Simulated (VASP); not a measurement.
# SnO (P4/nmm) in VASP: single point with PBEsol

Aim: the single point of SnO with PBEsol.

All numbers are computed with VASP 6.6.1; they aren't measurements. Logs are shortened: lines on timing, memory, paths and dates and some standing lists are left out, and cuts for length are marked.

**1. The cell of the first run**

Symmetry: P4/nmm, No. 129, tetragonal system. The conventional cell has a = 3.799 Å, b = 3.799 Å, c = 4.841 Å, α = 90.00°, β = 90.00°, γ = 90.00°. Sn (site symmetry 4mm) has 4 O at 2.22 Å within 2.9 Å. Within 2.9 Å of O (site symmetry -4m2) lie 4 Sn at 2.22 Å and 4 O at 2.69 Å.

**2. Single point, PBEsol**

INCAR

```
SYSTEM = SnO
PREC     = Accurate       ! precision mode
ENCUT    = 910            ! plane-wave cutoff, eV
EDIFF    = 1E-6           ! SCF threshold, eV
ISMEAR   = 0              ! smearing method
SIGMA    = 0.01           ! smearing width, eV
LREAL    = .FALSE.        ! projectors in reciprocal space
LASPH    = .TRUE.         ! aspherical terms in the spheres
NELM     = 120            ! most SCF steps
ALGO     = Normal         ! electronic algorithm
ISIF     = 2              ! what is computed and relaxed
LWAVE    = .FALSE.        ! write WAVECAR
LCHARG   = .FALSE.        ! write CHGCAR
GGA      = PS             ! functional
NBANDS   = 28             ! bands
GGA_COMPAT= .FALSE.
```

KPOINTS

```
Automatic mesh
0
G
  6 6 4
  0 0 0
```

POSCAR

```
SnO
1.0
    3.7986000000      0.0000000000      0.0000000000
    0.0000000000      3.7986000000      0.0000000000
    0.0000000000      0.0000000000      4.8408000000
Sn O
2 2
Direct
    0.5000000000      0.0000000000      0.2369000000
    0.0000000000      0.5000000000      0.7631000000
    0.0000000000      0.0000000000      0.0000000000
    0.5000000000      0.5000000000      0.0000000000
```

Potentials or basis: VASP PAW PBE potentials, release 64 (Sn_d, O_h).

Started as:

```sh
$ cat potpaw_PBE.64/Sn_d/POTCAR potpaw_PBE.64/O_h/POTCAR > POTCAR
$ mpirun -np 1 vasp_std > vasp.out
```

OUTCAR:

```text
SYSTEM = SnO
   PREC = Accurate
   ENCUT = 910
   EDIFF = 1E-6
   ISMEAR = 0
   LREAL = .FALSE.
   LASPH = .TRUE.
   NELM = 120
   ISIF = 2
   GGA = PS

 ion  position               nearest neighbor table
   1  0.500  0.000  0.237-   3 2.22   4 2.22   4 2.22   3 2.22   2 3.53   2 3.53   2 3.53   2 3.53
                             2 3.70   2 3.70   2 3.70   2 3.70
   2  0.000  0.500  0.763-   3 2.22   4 2.22   3 2.22   4 2.22   1 3.53   1 3.53   1 3.53   1 3.53
                             1 3.70   1 3.70   1 3.70   1 3.70
   3  0.000  0.000  0.000-   1 2.22   2 2.22   2 2.22   1 2.22
   4  0.500  0.500  0.000-   1 2.22   2 2.22   1 2.22   2 2.22

  LATTYP: Found a simple tetragonal cell.
 ALAT       =     3.7986000000
 C/A-ratio  =     1.2743642395

  Lattice vectors:

 A1 = (   3.7986000000,   0.0000000000,   0.0000000000)
 A2 = (   0.0000000000,   3.7986000000,   0.0000000000)
 A3 = (   0.0000000000,   0.0000000000,   4.8408000000)

Analysis of symmetry for initial positions (statically):
=====================================================================
 Subroutine PRICEL returns:
 Original cell was already a primitive cell.

 Routine SETGRP: Setting up the symmetry group for a
 simple tetragonal supercell.

 Subroutine GETGRP returns: Found 16 space group operations
 (whereof  8 operations were pure point group operations)
 out of a pool of 16 trial point group operations.

The static configuration has the point symmetry D_2d.
 The point group associated with its full space group is D_4h.

Analysis of symmetry for dynamics (positions and initial velocities):
=====================================================================
 Subroutine PRICEL returns:
 Original cell was already a primitive cell.

 Routine SETGRP: Setting up the symmetry group for a
 simple tetragonal supercell.

 Subroutine GETGRP returns: Found 16 space group operations
 (whereof  8 operations were pure point group operations)
 out of a pool of 16 trial point group operations.

The dynamic configuration has the point symmetry D_2d.
 The point group associated with its full space group is D_4h.

 Subroutine INISYM returns: Found 16 space group operations
 (whereof  8 operations are pure point group operations),
 and found     1 'primitive' translations

----------------------------------------------------------------------------------------

                                     Primitive cell

  volume of cell :      69.8497

  direct lattice vectors                    reciprocal lattice vectors
     3.798600000  0.000000000  0.000000000     0.263254883  0.000000000  0.000000000
     0.000000000  3.798600000  0.000000000     0.000000000  0.263254883  0.000000000
     0.000000000  0.000000000  4.840800000     0.000000000  0.000000000  0.206577425

  length of vectors
     3.798600000  3.798600000  4.840800000     0.263254883  0.263254883  0.206577425

  position of ions in fractional coordinates (direct lattice)
     0.500000000  0.000000000  0.236900000
     0.000000000  0.500000000  0.763100000
     0.000000000  0.000000000  0.000000000
     0.500000000  0.500000000  0.000000000

  ion indices of the primitive-cell ions
   primitive index   ion index
                 1           1
                 2           2
                 3           3
                 4           4

----------------------------------------------------------------------------------------

 KPOINTS: Automatic mesh

Automatic generation of k-mesh.
 Grid dimensions read from file:
 generate k-points for:    6    6    4

 Generating k-lattice:

  Cartesian coordinates                     Fractional coordinates (reciprocal lattice)
     0.043875814  0.000000000  0.000000000     0.166666667  0.000000000  0.000000000
     0.000000000  0.043875814  0.000000000     0.000000000  0.166666667  0.000000000
     0.000000000  0.000000000  0.051644356     0.000000000  0.000000000  0.250000000

  Length of vectors
     0.043875814  0.043875814  0.051644356

  Shift w.r.t. Gamma in fractional coordinates (k-lattice)
     0.000000000  0.000000000  0.000000000

 Subroutine IBZKPT returns following result:
 ===========================================

 Found     30 irreducible k-points:

 Following reciprocal coordinates:
            Coordinates               Weight
  0.000000  0.000000  0.000000      1.000000
  0.166667  0.000000  0.000000      4.000000
  0.333333  0.000000  0.000000      4.000000
  0.500000  0.000000  0.000000      2.000000
  0.166667  0.166667  0.000000      4.000000
  0.333333  0.166667  0.000000      8.000000
[... 16 lines left out ...]
  0.333333  0.000000  0.500000      4.000000
  0.500000  0.000000  0.500000      2.000000
 [... further k-points ...]
   k-points           NKPTS =     30   k-points in BZ     NKDIM =     30   number of bands    NBANDS=     28
   number of dos      NEDOS =    301   number of ions     NIONS =      4
   total plane-waves  NPLWV =  76800
   dimension x,y,z NGX =    40 NGY =   40 NGZ =   48
   dimension x,y,z NGXF=    80 NGYF=   80 NGZF=   96
   ions per type =               2   2
   NGX,Y,Z   is equivalent  to a cutoff of  17.51, 17.51, 16.48 a.u.
   NGXF,Y,Z  is equivalent  to a cutoff of  35.01, 35.01, 32.97 a.u.
 SYSTEM =  SnO
   PREC   = accura    normal or accurate (medium, high low for compatibility)
   ISTART =      0    job   : 0-new  1-cont  2-samecut
   ICHARG =      2    charge: 1-file 2-atom 10-const
   ISPIN  =      1    spin polarized calculation?
   LNONCOLLINEAR =      F non collinear calculations
   LSORBIT =      F    spin-orbit coupling
   LASPH  =      T    aspherical Exc in radial PAW
   ENCUT  =  910.0 eV  66.88 Ry    8.18 a.u.   9.34  9.34 11.91*2*pi/ulx,y,z
   NELM   =    120;   NELMIN=  2; NELMDL= -5     # of ELM steps
   EDIFF  = 0.1E-05   stopping-criterion for ELM
   LREAL  =      F    real-space projection
   EDIFFG = 0.1E-04   stopping-criterion for IOM
   NSW    =      0    number of steps for IOM
   IBRION =     -1    ionic relax: 0-MD 1-quasi-New 2-CG
   NFREE  =      0    steps in history (QN), initial steepest desc. (CG)
   ISIF   =      2    stress and relaxation
   ISYM   =      2    0-nonsym 1-usesym 2-fastsym
   POTIM  = 0.5000    time-step for ionic-motion
   TEBEG  =    0.0;   TEEND  =   0.0 temperature during run
   PSTRESS=    0.0 pullay stress
   NELECT =      40.0000    total number of electrons
   NUPDOWN=      -1.0000    fix difference up-down
   EMIN   =  10.00;   EMAX   =-10.00  energy-range for DOS
   EFERMI =   0.00;   METHOD = LEGACY
   ISMEAR =     0;   SIGMA  =   0.01  broadening in eV -4-tet -1-fermi 0-gaus
   EFERMI_NEDOS =   21; number of points for ismear=-14 and -15
   IALGO  =     38    algorithm
   IMIX   =      4    mixing-type and parameters
     AMIX     =   0.40;   BMIX     =  1.00
     AMIX_MAG =   1.60;   BMIX_MAG =  1.00
  volume/ion in A,a.u.               =      17.46       117.84
  Fermi-wavevector in a.u.,A,eV,Ry     =   1.359482  2.569048 25.146163  1.848191
  Thomas-Fermi vector in A             =   2.486226
   LORBIT       =      0    0 simple, 1 ext, 2 COOP (PROOUT), +10 PAW based schemes
   GGA     = PS    functional components
   LHFCALC =     F    Hartree Fock is set to
   AEXX    =    0.0000 exact exchange contribution
   IVDW    =     0    specifies the selected vdW correction
   LEPSILON=     F    determine dielectric tensor
   LRPA    =     F    only Hartree local field effects (RPA)
 non-spin polarized calculation
 Gauss-broadening in eV      SIGMA  =   0.01
  energy-cutoff  :      910.00
  volume of cell :       69.85
 maximum number of plane-waves:      4392
 NGX is ok and might be reduce to    40
   NGX = 19   NGY = 19   NGZ = 23

 number of electron      39.9999998 magnetization

 Free energy of the ion-electron system (eV)
  ---------------------------------------------------
  ext. energy  EPLUGINS =         0.00000000
  ---------------------------------------------------
  free energy    TOTEN  =       -24.22071354 eV

  energy without entropy =      -24.22071332  energy(sigma->0) =      -24.22071343

 E-fermi :   7.3078     XC(G=0): -10.4986

 val. band max:        7.2834663812   @ k =   0.0000   0.0000   0.0000
 cond. band min:       7.3333672660   @ k =   0.5000   0.5000   0.0000
 fundamental gap:      0.0499008848
 Fermi energy:         7.3077682263

 k-point     1 :       0.0000    0.0000    0.0000
  band No.  band energies     occupation
      1     -14.6579      2.00000
      2     -14.1937      2.00000
      3     -14.1937      2.00000
      4     -14.1894      2.00000
      5     -14.1410      2.00000
      6     -14.1369      2.00000
[... 20 lines left out ...]
     27      14.0109      0.00000
     28      14.3813      0.00000

 k-point     2 :       0.1667    0.0000    0.0000
  band No.  band energies     occupation
      1     -14.6433      2.00000
      2     -14.2172      2.00000
      3     -14.1876      2.00000
      4     -14.1869      2.00000
      5     -14.1602      2.00000
      6     -14.1439      2.00000
[... 20 lines left out ...]
     27      14.2905      0.00000
     28      16.2917      0.00000

 k-point     3 :       0.3333    0.0000    0.0000
  band No.  band energies     occupation
      1     -14.6022      2.00000
      2     -14.3921      2.00000
      3     -14.1707      2.00000
      4     -14.1706      2.00000
      5     -14.1499      2.00000
      6     -14.1490      2.00000
[... 20 lines left out ...]
     27      14.7906      0.00000
     28      17.4808      0.00000

 k-point     4 :       0.5000    0.0000    0.0000
  band No.  band energies     occupation
      1     -14.5256      2.00000
      2     -14.5256      2.00000
      3     -14.1569      2.00000
      4     -14.1569      2.00000
      5     -14.1525      2.00000
      6     -14.1525      2.00000
[... 578 lines left out ...]
     27      15.3238      0.00000
     28      16.4917      0.00000

 k-point    23 :       0.3333    0.0000    0.5000
  band No.  band energies     occupation
      1     -14.6035      2.00000
      2     -14.4198      2.00000
      3     -14.1859      2.00000
      4     -14.1729      2.00000
      5     -14.1521      2.00000
      6     -14.1520      2.00000
[... 20 lines left out ...]
     27      15.6074      0.00000
     28      17.3097      0.00000

 k-point    24 :       0.5000    0.0000    0.5000
  band No.  band energies     occupation
      1     -14.5420      2.00000
      2     -14.5420      2.00000
      3     -14.1881      2.00000
      4     -14.1881      2.00000
      5     -14.1455      2.00000
      6     -14.1455      2.00000
[... 20 lines left out ...]
     27      16.1514      0.00000
     28      16.1514      0.00000

 [... further k-points ...]

------------------------ aborting loop because EDIFF is reached ----------------------------------------

  FORCE on cell =-STRESS in cart. coord.  units (eV):
  Direction    XX          YY          ZZ          XY          YZ          ZX
  --------------------------------------------------------------------------------------
  -------------------------------------------------------------------------------------
  Total        0.3514714      0.3514714      0.1891853      0.0000000      0.0000000      0.0000000
  in kB        8.0618800      8.0618800      4.3394405      0.0000000      0.0000000      0.0000000
  external PRESSURE =       6.8210669 kB  Pullay stress =       0.0000000 kB

 VOLUME and BASIS-vectors are now :
 -----------------------------------------------------------------------------
  energy-cutoff  :      910.00
  volume of cell :       69.85
      direct lattice vectors                 reciprocal lattice vectors
     3.798600000  0.000000000  0.000000000     0.263254883  0.000000000  0.000000000
     0.000000000  3.798600000  0.000000000     0.000000000  0.263254883  0.000000000
     0.000000000  0.000000000  4.840800000     0.000000000  0.000000000  0.206577425

 POSITION                                       TOTAL-FORCE (eV/Angst)
 -----------------------------------------------------------------------------------
      1.89930      0.00000      1.14679         0.000000      0.000000      0.275669
      0.00000      1.89930      3.69401         0.000000      0.000000     -0.275669
      0.00000      0.00000      0.00000         0.000000      0.000000     -0.000000
      1.89930      1.89930      0.00000         0.000000      0.000000     -0.000000
 -----------------------------------------------------------------------------------
    total drift:                               -0.000000      0.000000      0.000000

  FREE ENERGIE OF THE ION-ELECTRON SYSTEM (eV)
  ---------------------------------------------------
  free  energy   TOTEN  =       -24.2207135431 eV

  energy  without entropy=      -24.2207133247  energy(sigma->0) =      -24.22071343
```

Run time: 1.9 min. Hardware: 1 thread of AMD EPYC 7R43 (Zen 3), shared host; peak memory 0.3 GiB.

What came out:

* Free energy: -24.2207 eV
* Pressure: 0.7 GPa
* Largest force: 0.276 eV/Å
* Band gap on the k mesh: 0.05 eV (least direct gap 1.92 eV)

Forces on the atoms (eV/Å):
```
Sn   0.000  0.000  0.276
Sn   0.000  0.000 -0.276
O    0.000  0.000  0.000
O    0.000  0.000  0.000
```

Caveat: the cutoff is under 1.25 times the usual one of these potentials, so pressure, stress and relaxed cells hold a basis-set (Pulay) error; the PAW data sets were made with another functional, which shifts forces and pressure a little; spin-orbit coupling is left out, which moves the levels of the heavy elements. A k mesh can miss the band edges.
